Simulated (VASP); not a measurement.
A run of VASP 6.6.1 is set up as follows.

Contents of INCAR:

```
SYSTEM = Zn
ALGO = Normal
EDIFF = 1E-6
ENCUT = 500
GGA_COMPAT = .FALSE.
ISIF = 2
ISMEAR = 0
LASPH = .TRUE.
LCHARG = .FALSE.
LREAL = .FALSE.
LWAVE = .FALSE.
NBANDS = 12
NELM = 120
PREC = Accurate
SIGMA = 0.15
```

Contents of KPOINTS:

```
k-points
0
G
  20 20 20
  0 0 0
```

Contents of POSCAR:

```
Zn
1.0
   -1.4454131396      1.5056386871      1.5658642346
    1.4454131396     -1.5056386871      1.5658642346
    1.4454131396      1.5056386871     -1.5658642346
Zn
1
Direct
    0.0000000000      0.0000000000      0.0000000000
```

Potentials or basis: VASP PAW LDA potentials, release 64 (Zn).

Run with:

```bash
$ cat potpaw_LDA.64/Zn/POTCAR > POTCAR
$ mpirun -np 1 vasp_std > vasp.out
```

Q: What does it give for the pressure?

A: 0.9 GPa.

Q: What does it give for the band gap on the k mesh?

A: Zero (bands 6 and 7 overlap by 4.58 eV).

Stress tensor (GPa, compression positive):
```
-1.80  0.00  0.00
 0.00  1.13  0.00
 0.00  0.00  3.26
```
